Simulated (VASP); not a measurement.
# Ge7H2 in VASP: notebook

Ge7H2 is run at these levels: LDA; tasks: single point, relaxation of the atoms.

All numbers are computed with VASP 6.6.1; they aren't measurements. Logs are shortened: lines on timing, memory, paths and dates and some standing lists are left out, and cuts for length are marked.

### 1 The cell of the first run

The cell holds a slab with vacuum, 18 atoms: a = 3.975 Å, b = 7.950 Å, c = 22.189 Å, α = 90.00°, β = 90.00°, γ = 90.00°.

### 2 Single point, LDA

Input file INCAR:

```
  PREC = Accurate
  ENCUT = 520
  EDIFF = 1E-7
  ISMEAR = 0
  SIGMA = 0.05
  LREAL = Auto
  LASPH = True
  NELM = 80
  ALGO = Normal
  ISIF = 2
  LWAVE = False
  LCHARG = False
  LDIPOL = True
  IDIPOL = 3
  DIPOL = 0.5 0.5 0.365
  NBANDS = 115
```

Input file KPOINTS:

```
regular mesh
0
Gamma
  6 3 1
```

Input file POSCAR:

```
Ge7H2
1.0
    3.9752292141      0.0000000000      0.0000000000
    0.0000000000      7.9504584281      0.0000000000
    0.0000000000      0.0000000000     22.1891745247
Ge H
14 4
Direct
    0.0000000000      0.2500000000      0.2211186323
    0.0000000000      0.7500000000      0.2211186323
    0.0000000000      0.5000000000      0.2844583372
    0.0000000000      0.0000000000      0.2844583372
    0.5000000000      0.5000000000      0.3477980422
    0.5000000000      0.0000000000      0.3477980422
    0.5000000000      0.7540437412      0.4183307212
    0.5000000000      0.2474270745      0.4123138496
    0.0000000000      0.7587249671      0.4910222836
    0.0000000000      0.2493362296      0.4772103352
    0.0000000000      0.0249289738      0.5574541139
    0.0000000000      0.4862170010      0.5470813211
    0.5000000000      0.1448333905      0.6191360915
    0.5000000000      0.4618826107      0.6191360915
   -0.3085651772      0.2500000000      0.1796750369
    0.3085651772      0.2500000000      0.1796750369
    0.3079205199      0.7500000000      0.1794214520
   -0.3079205199      0.7500000000      0.1794214520
```

Potentials or basis: VASP PAW LDA potentials, release 64 (Ge_d, H).

On the command line:

```sh
cat potpaw_LDA.64/Ge_d/POTCAR potpaw_LDA.64/H/POTCAR > POTCAR
mpirun -np 1 vasp_std > vasp.out
```

OUTCAR:

```text
PREC = Accurate
   ENCUT = 520
   EDIFF = 1E-7
   ISMEAR = 0
   LREAL = Auto
   LASPH = True
   NELM = 80
   ISIF = 2

 ion  position               nearest neighbor table
   1  0.000  0.250  0.221-  15 1.53  16 1.53   3 2.43   4 2.43
   2  0.000  0.750  0.221-  17 1.53  18 1.53   3 2.43   4 2.43
   3  0.000  0.500  0.284-   1 2.43   2 2.43   5 2.43   5 2.43
   4  0.000  0.000  0.284-   1 2.43   2 2.43   6 2.43   6 2.43
   5  0.500  0.500  0.348-   3 2.43   3 2.43   8 2.47   7 2.56
   6  0.500  0.000  0.348-   8 2.43   4 2.43   4 2.43   7 2.50
   7  0.500  0.754  0.418-   6 2.50   5 2.56   9 2.56   9 2.56
   8  0.500  0.247  0.412-   6 2.43  10 2.45  10 2.45   5 2.47
   9  0.000  0.759  0.491-  12 2.50   7 2.56   7 2.56  11 2.58
  10  0.000  0.249  0.477-  12 2.44   8 2.45   8 2.45  11 2.52
  11  0.000  0.025  0.557-  10 2.52   9 2.58  13 2.59  13 2.59
  12  0.000  0.486  0.547-  10 2.44   9 2.50  14 2.56  14 2.56
  13  0.500  0.145  0.619-  14 2.52  11 2.59  11 2.59
  14  0.500  0.462  0.619-  13 2.52  12 2.56  12 2.56
  15  0.691  0.250  0.180-   1 1.53
  16  0.309  0.250  0.180-   1 1.53
  17  0.308  0.750  0.179-   2 1.53
  18  0.692  0.750  0.179-   2 1.53

  LATTYP: Found a simple orthorhombic cell.
 ALAT       =     3.9752292141
 B/A-ratio  =     2.0000000000
 C/A-ratio  =     5.5818603984

  Lattice vectors:

 A1 = (   3.9752292141,   0.0000000000,   0.0000000000)
 A2 = (   0.0000000000,   7.9504584281,   0.0000000000)
 A3 = (   0.0000000000,   0.0000000000,  22.1891745247)

Analysis of symmetry for initial positions (statically):
=====================================================================
 Subroutine PRICEL returns:
 Original cell was already a primitive cell.

 Routine SETGRP: Setting up the symmetry group for a
 simple orthorhombic supercell.

 Subroutine GETGRP returns: Found  2 space group operations
 (whereof  2 operations were pure point group operations)
 out of a pool of  8 trial point group operations.

The static configuration has the point symmetry C_1h.

Analysis of symmetry for dynamics (positions and initial velocities):
=====================================================================
 Subroutine PRICEL returns:
 Original cell was already a primitive cell.

 Routine SETGRP: Setting up the symmetry group for a
 simple orthorhombic supercell.

 Subroutine GETGRP returns: Found  2 space group operations
 (whereof  2 operations were pure point group operations)
 out of a pool of  8 trial point group operations.

The dynamic configuration has the point symmetry C_1h.

 Subroutine INISYM returns: Found  2 space group operations
 (whereof  2 operations are pure point group operations),
 and found     1 'primitive' translations

----------------------------------------------------------------------------------------

                                     Primitive cell

  volume of cell :     701.2865

  direct lattice vectors                    reciprocal lattice vectors
     3.975229214  0.000000000  0.000000000     0.251557821  0.000000000  0.000000000
     0.000000000  7.950458428  0.000000000     0.000000000  0.125778911  0.000000000
     0.000000000  0.000000000 22.189174525     0.000000000  0.000000000  0.045067021

  length of vectors
     3.975229214  7.950458428 22.189174525     0.251557821  0.125778911  0.045067021

  position of ions in fractional coordinates (direct lattice)
     0.000000000  0.250000000  0.221118632
     0.000000000  0.750000000  0.221118632
     0.000000000  0.500000000  0.284458337
     0.000000000  0.000000000  0.284458337
     0.500000000  0.500000000  0.347798042
     0.500000000  0.000000000  0.347798042
[... 10 lines left out ...]
     0.307920520  0.750000000  0.179421452
     0.692079480  0.750000000  0.179421452

  ion indices of the primitive-cell ions
   primitive index   ion index
                 1           1
                 2           2
                 3           3
                 4           4
                 5           5
                 6           6
[... 10 lines left out ...]
                17          17
                18          18

----------------------------------------------------------------------------------------

 KPOINTS: regular mesh

Automatic generation of k-mesh.
 Grid dimensions read from file:
 generate k-points for:    6    3    1

 Generating k-lattice:

  Cartesian coordinates                     Fractional coordinates (reciprocal lattice)
     0.041926304  0.000000000  0.000000000     0.166666667  0.000000000  0.000000000
     0.000000000  0.041926304  0.000000000     0.000000000  0.333333333  0.000000000
     0.000000000  0.000000000  0.045067021     0.000000000  0.000000000  1.000000000

  Length of vectors
     0.041926304  0.041926304  0.045067021

  Shift w.r.t. Gamma in fractional coordinates (k-lattice)
     0.000000000  0.000000000  0.000000000

 Subroutine IBZKPT returns following result:
 ===========================================

 Found      8 irreducible k-points:

 Following reciprocal coordinates:
            Coordinates               Weight
  0.000000  0.000000  0.000000      1.000000
  0.166667  0.000000  0.000000      2.000000
  0.333333  0.000000  0.000000      2.000000
  0.500000  0.000000  0.000000      1.000000
  0.000000  0.333333  0.000000      2.000000
  0.166667  0.333333  0.000000      4.000000
  0.333333  0.333333  0.000000      4.000000
  0.500000  0.333333  0.000000      2.000000
   k-points           NKPTS =      8   k-points in BZ     NKDIM =      8   number of bands    NBANDS=    115
   number of dos      NEDOS =    301   number of ions     NIONS =     18
   total plane-waves  NPLWV = 302400
   dimension x,y,z NGX =    30 NGY =   60 NGZ =  168
   dimension x,y,z NGXF=    60 NGYF=  120 NGZF=  336
   ions per type =              14   4
   NGX,Y,Z   is equivalent  to a cutoff of  12.55, 12.55, 12.59 a.u.
   NGXF,Y,Z  is equivalent  to a cutoff of  25.09, 25.09, 25.17 a.u.
 SYSTEM =  unknown system
   PREC   = accura    normal or accurate (medium, high low for compatibility)
   ISTART =      0    job   : 0-new  1-cont  2-samecut
   ICHARG =      2    charge: 1-file 2-atom 10-const
   ISPIN  =      1    spin polarized calculation?
   LNONCOLLINEAR =      F non collinear calculations
   LSORBIT =      F    spin-orbit coupling
   LASPH  =      T    aspherical Exc in radial PAW
   ENCUT  =  520.0 eV  38.22 Ry    6.18 a.u.   7.39 14.78 41.26*2*pi/ulx,y,z
   NELM   =     80;   NELMIN=  2; NELMDL= -5     # of ELM steps
   EDIFF  = 0.1E-06   stopping-criterion for ELM
   LREAL  =      T    real-space projection
   EDIFFG = 0.1E-05   stopping-criterion for IOM
   NSW    =      0    number of steps for IOM
   IBRION =     -1    ionic relax: 0-MD 1-quasi-New 2-CG
   NFREE  =      0    steps in history (QN), initial steepest desc. (CG)
   ISIF   =      2    stress and relaxation
   ISYM   =      2    0-nonsym 1-usesym 2-fastsym
   POTIM  = 0.5000    time-step for ionic-motion
   TEBEG  =    0.0;   TEEND  =   0.0 temperature during run
   PSTRESS=    0.0 pullay stress
   NELECT =     200.0000    total number of electrons
   NUPDOWN=      -1.0000    fix difference up-down
   EMIN   =  10.00;   EMAX   =-10.00  energy-range for DOS
   EFERMI =   0.00;   METHOD = LEGACY
   ISMEAR =     0;   SIGMA  =   0.05  broadening in eV -4-tet -1-fermi 0-gaus
   EFERMI_NEDOS =   21; number of points for ismear=-14 and -15
   IALGO  =     38    algorithm
   IMIX   =      4    mixing-type and parameters
     AMIX     =   0.40;   BMIX     =  1.00
     AMIX_MAG =   1.60;   BMIX_MAG =  1.00
  volume/ion in A,a.u.               =      38.96       262.92
  Fermi-wavevector in a.u.,A,eV,Ry     =   1.077589  2.036347 15.799048  1.161197
  Thomas-Fermi vector in A             =   2.213504
   LORBIT       =      0    0 simple, 1 ext, 2 COOP (PROOUT), +10 PAW based schemes
   GGA     = CA    functional components
   LHFCALC =     F    Hartree Fock is set to
   AEXX    =    0.0000 exact exchange contribution
   IVDW    =     0    specifies the selected vdW correction
   LEPSILON=     F    determine dielectric tensor
   LRPA    =     F    only Hartree local field effects (RPA)
 non-spin polarized calculation
 Gauss-broadening in eV      SIGMA  =   0.05
  energy-cutoff  :      520.00
  volume of cell :      701.29
 maximum number of plane-waves:     18965
 NGX is ok and might be reduce to    30
   NGX = 15   NGY = 29   NGZ = 83

 dipolmoment           0.000000      0.000000     -0.151888 electrons x Angstroem

 number of electron     199.9999974 magnetization

 dipolmoment           0.000000      0.000000      0.071625 electrons x Angstroem

 Free energy of the ion-electron system (eV)
  ---------------------------------------------------
  ext. energy  EPLUGINS =         0.00000000
  ---------------------------------------------------
  free energy    TOTEN  =       -82.11084831 eV

  energy without entropy =      -82.10202230  energy(sigma->0) =      -82.10643530

 E-fermi :  -0.6040     XC(G=0):  -5.6283

 val. band max:       -0.6343881548   @ k =   0.1667   0.3333   0.0000
 cond. band min:      -0.5923327787   @ k =   0.3333   0.0000   0.0000
 fundamental gap:      0.0420553761
 Fermi energy:        -0.6040279860

 k-point     1 :       0.0000    0.0000    0.0000
  band No.  band energies     occupation
      1     -25.2068      2.00000
      2     -25.1672      2.00000
      3     -25.1609      2.00000
      4     -25.1453      2.00000
      5     -25.1425      2.00000
      6     -25.1286      2.00000
[... 104 lines left out ...]
    111       2.6510      0.00000
    112       2.8057      0.00000

 k-point     2 :       0.1667    0.0000    0.0000
  band No.  band energies     occupation
      1     -25.2120      2.00000
      2     -25.1665      2.00000
      3     -25.1624      2.00000
      4     -25.1511      2.00000
      5     -25.1410      2.00000
      6     -25.1269      2.00000
[... 104 lines left out ...]
    111       2.7972      0.00000
    112       3.0742      0.00000

 k-point     3 :       0.3333    0.0000    0.0000
  band No.  band energies     occupation
      1     -25.2099      2.00000
      2     -25.1736      2.00000
      3     -25.1587      2.00000
      4     -25.1495      2.00000
      5     -25.1391      2.00000
      6     -25.1355      2.00000
[... 104 lines left out ...]
    111       2.9677      0.00000
    112       3.2321      0.00000

 k-point     4 :       0.5000    0.0000    0.0000
  band No.  band energies     occupation
      1     -25.1951      2.00000
      2     -25.1906      2.00000
      3     -25.1494      2.00000
      4     -25.1425      2.00000
      5     -25.1414      2.00000
      6     -25.1407      2.00000
[... 104 lines left out ...]
    111       3.0834      0.00000
    112       3.1700      0.00000

 k-point     5 :       0.0000    0.3333    0.0000
  band No.  band energies     occupation
      1     -25.2068      2.00000
      2     -25.1670      2.00000
      3     -25.1625      2.00000
      4     -25.1468      2.00000
      5     -25.1456      2.00000
      6     -25.1287      2.00000
[... 104 lines left out ...]
    111       3.0228      0.00000
    112       3.0303      0.00000

 k-point     6 :       0.1667    0.3333    0.0000
  band No.  band energies     occupation
      1     -25.2120      2.00000
      2     -25.1662      2.00000
      3     -25.1640      2.00000
      4     -25.1510      2.00000
      5     -25.1456      2.00000
      6     -25.1300      2.00000
[... 104 lines left out ...]
    111       3.1181      0.00000
    112       3.2095      0.00000

 k-point     7 :       0.3333    0.3333    0.0000
  band No.  band energies     occupation
      1     -25.2098      2.00000
      2     -25.1740      2.00000
      3     -25.1593      2.00000
      4     -25.1500      2.00000
      5     -25.1429      2.00000
      6     -25.1382      2.00000
[... 104 lines left out ...]
    111       2.9088      0.00000
    112       3.3291      0.00000

 k-point     8 :       0.5000    0.3333    0.0000
  band No.  band energies     occupation
      1     -25.1951      2.00000
      2     -25.1906      2.00000
      3     -25.1504      2.00000
      4     -25.1490      2.00000
      5     -25.1430      2.00000
      6     -25.1357      2.00000
[... 104 lines left out ...]
    111       3.1352      0.00000
    112       3.4664      0.00000
 [bands above 112 left out]

------------------------ aborting loop because EDIFF is reached ----------------------------------------

 vacuum level on the upper side and lower side of the slab       (xc-potential included)        -0.056        -0.379

  FORCE on cell =-STRESS in cart. coord.  units (eV):
  Direction    XX          YY          ZZ          XY          YZ          ZX
  --------------------------------------------------------------------------------------
  -------------------------------------------------------------------------------------
  Total       -1.2639188     -6.0622560     -9.3248568      0.0000000     -0.0342912      0.0000000
  in kB       -2.8875816    -13.8499868    -21.3038090      0.0000000     -0.0783425      0.0000000
  external PRESSURE =     -12.6804591 kB  Pullay stress =       0.0000000 kB

 VOLUME and BASIS-vectors are now :
 -----------------------------------------------------------------------------
  energy-cutoff  :      520.00
  volume of cell :      701.29
      direct lattice vectors                 reciprocal lattice vectors
     3.975229214  0.000000000  0.000000000     0.251557821  0.000000000  0.000000000
     0.000000000  7.950458428  0.000000000     0.000000000  0.125778911  0.000000000
     0.000000000  0.000000000 22.189174525     0.000000000  0.000000000  0.045067021

 POSITION                                       TOTAL-FORCE (eV/Angst)
 -----------------------------------------------------------------------------------
      0.00000      1.98761      4.90644         0.000000     -0.025796      0.341518
      0.00000      5.96284      4.90644         0.000000      0.028326      0.269045
      0.00000      3.97523      6.31190         0.000000      0.120620     -0.176592
      0.00000      0.00000      6.31190         0.000000     -0.115508     -0.169547
      1.98761      3.97523      7.71735         0.000000      0.213822      0.733671
      1.98761      0.00000      7.71735         0.000000     -0.213183      0.454952
[... 10 lines left out ...]
      1.22405      5.96284      3.98121         0.025253     -0.013603     -0.017025
      2.75117      5.96284      3.98121        -0.025253     -0.013603     -0.017025
 -----------------------------------------------------------------------------------
    total drift:                                0.000000     -0.000849     -0.001158

  FREE ENERGIE OF THE ION-ELECTRON SYSTEM (eV)
  ---------------------------------------------------
  free  energy   TOTEN  =       -82.1108483052 eV

  energy  without entropy=      -82.1020223025  energy(sigma->0) =      -82.10643530

 vacuum level on the upper side and lower side of the slab         4.177         3.846
```

Run time: 19 min. Hardware: 1 thread of AMD EPYC 9R45 (Zen 5), shared host; peak memory 0.65 GiB.

What came out:

```
Free energy            : -82.1108 eV
Largest force          : 1.454 eV/Å
Band gap on the k mesh : zero (bands 100 and 101 overlap by 0.26 eV)
```

Forces on the atoms (eV/Å):
```
Ge   0.000 -0.026  0.342
Ge   0.000  0.028  0.269
Ge   0.000  0.121 -0.177
Ge   0.000 -0.116 -0.170
Ge   0.000  0.214  0.734
Ge   0.000 -0.213  0.455
Ge   0.000 -0.005 -0.001
Ge   0.000  0.002  0.011
Ge   0.000  0.000  0.011
Ge   0.000 -0.001 -0.005
Ge   0.000 -0.008  0.002
Ge   0.000  0.037 -0.004
Ge   0.000 -0.024 -1.454
Ge   0.000 -0.003  0.076
H   -0.033  0.011 -0.028
H    0.033  0.011 -0.028
H    0.025 -0.014 -0.017
H   -0.025 -0.014 -0.017
```

Levels at points of the mesh, in eV from the Fermi level:
```tsv
k point	band 97	band 98	band 99	band 100	band 101	band 102	band 103	band 104
(0.00, 0.00, 0.00)	-0.45	-0.14	-0.10	0.06	0.26	0.95	1.46	1.47
(0.50, 0.00, 0.00)	-0.92	-0.68	-0.63	-0.47	-0.17	0.66	1.10	1.81
```

### 3 Relaxation of the atoms, LDA

Input file INCAR:

```
PREC = Accurate
ENCUT = 450
EDIFF = 1E-7
ISMEAR = 0
SIGMA = 0.05
LREAL = False
LASPH = True
NELM = 120
ALGO = Normal
ISIF = 2
LWAVE = False
LCHARG = False
LDIPOL = True
IDIPOL = 3
DIPOL = 0.5 0.5 0.358
GGA = CA
IBRION = 2
NSW = 50
EDIFFG = -0.03
GGA_COMPAT = False
NELMIN = 4
NELMDL = -8
KPAR = 4
```

Input file KPOINTS:

```
Automatic mesh
0
Gamma
  6 3 1
```

Input file POSCAR:

```
Ge7H2
1.0
    3.9752292141      0.0000000000      0.0000000000
    0.0000000000      7.9504584281      0.0000000000
    0.0000000000      0.0000000000     22.1891745247
Ge H
14 4
Selective dynamics
Direct
    0.0000000000      0.2500000000      0.2211186323  F F F
    0.0000000000      0.7500000000      0.2211186323  F F F
    0.0000000000      0.5000000000      0.2844583372  F F F
    0.0000000000      0.0000000000      0.2844583372  F F F
    0.5000000000      0.5000000000      0.3477980422  F F F
    0.5000000000      0.0000000000      0.3477980422  F F F
    0.5000000000      0.7523979660      0.4121975985  T T T
    0.5000000000      0.2485870310      0.4073200134  T T T
    0.0000000000      0.7497851046      0.4761580464  T T T
    0.0000000000      0.2560447473      0.4676033393  T T T
    0.0000000000      0.0063015910      0.5390228950  T T T
    0.0000000000      0.4930569563      0.5361593738  T T T
    0.5000000000      0.1552757891      0.5695623682  T T F
    0.5000000000      0.4493857706      0.6094016150  T T F
   -0.3085651772      0.2500000000      0.1796750369  F F F
    0.3085651772      0.2500000000      0.1796750369  F F F
    0.3079205199      0.7500000000      0.1794214520  F F F
   -0.3079205199      0.7500000000      0.1794214520  F F F
```

Potentials or basis: VASP PAW LDA potentials, release 64 (Ge_d, H).

On the command line:

```sh
cat potpaw_LDA.64/Ge_d/POTCAR potpaw_LDA.64/H/POTCAR > POTCAR
mpirun -np 4 vasp_std > vasp.out
```

Run time: 23 min. Hardware: 4 MPI ranks of Intel Xeon 6975P-C (Granite Rapids), shared host; peak memory 0.71 GiB.

The run converged. Its results:

| Property | Result |
| --- | --- |
| Free energy | -82.9557 eV |
| Energy gained by relaxing | 4.7 meV/atom |
| Ionic steps | 12 |
| Band gap on the k mesh | 0.42 eV (least direct gap 0.44 eV) |

Step by step:
| step | energy change (eV) | largest force on free atoms (eV/Å) | pressure (GPa) |
| --- | --- | --- | --- |
| 1 | 0.0000 | 0.9921 | 0.06 |
| 2 | -0.0430 | 0.5438 | 0.04 |
| 3 | -0.0572 | 0.3588 | 0.04 |
| 4 | -0.0574 | 0.3803 | 0.04 |
| 5 | -0.0720 | 0.2173 | 0.04 |
| 6 | -0.0767 | 0.1847 | 0.04 |
| 7 | -0.0824 | 0.0832 | 0.03 |
| 8 | -0.0831 | 0.0982 | 0.02 |
| 9 | -0.0845 | 0.0540 | 0.03 |
| 10 | -0.0846 | 0.0607 | 0.03 |
| 11 | -0.0852 | 0.0393 | 0.03 |
| 12 | -0.0852 | 0.0298 | 0.03 |

Final structure:
```cif
data_structure
_symmetry_space_group_name_H-M 'P 1'
_symmetry_Int_Tables_number 1
_cell_length_a 3.9752
_cell_length_b 7.9505
_cell_length_c 22.1892
_cell_angle_alpha 90.000
_cell_angle_beta 90.000
_cell_angle_gamma 90.000
_cell_volume 701.29
loop_
_atom_site_label
_atom_site_type_symbol
_atom_site_fract_x
_atom_site_fract_y
_atom_site_fract_z
_atom_site_occupancy
Ge1 Ge 0.00000 0.25000 0.22112 1
Ge2 Ge 0.00000 0.75000 0.22112 1
Ge3 Ge 0.00000 0.50000 0.28446 1
Ge4 Ge 0.00000 0.00000 0.28446 1
Ge5 Ge 0.50000 0.50000 0.34780 1
Ge6 Ge 0.50000 0.00000 0.34780 1
Ge7 Ge 0.50000 0.75104 0.41336 1
Ge8 Ge 0.50000 0.24981 0.40827 1
Ge9 Ge 0.00000 0.74560 0.47835 1
Ge10 Ge 0.00000 0.26284 0.46970 1
Ge11 Ge 0.00000 0.00643 0.53891 1
Ge12 Ge 0.00000 0.49337 0.54298 1
Ge13 Ge 0.50000 0.15590 0.56956 1
Ge14 Ge 0.50000 0.44420 0.60940 1
H1 H 0.69143 0.25000 0.17968 1
H2 H 0.30857 0.25000 0.17968 1
H3 H 0.30792 0.75000 0.17942 1
H4 H 0.69208 0.75000 0.17942 1
```

Levels at points of the mesh, in eV from the valence-band top:
```tsv
k point	band 96	band 97	band 98	band 99	band 100	band 101	band 102	band 103	band 104	band 105
(0.00, 0.00, 0.00)	-1.00	-0.62	-0.33	-0.28	-0.09	0.43	1.02	1.18	1.38	1.54
(0.50, 0.00, 0.00)	-1.37	-1.09	-1.03	-0.90	-0.82	0.42	0.83	1.32	1.83	1.93
```

The gap in the log of VASP goes by the Fermi energy; the results here count the filled bands.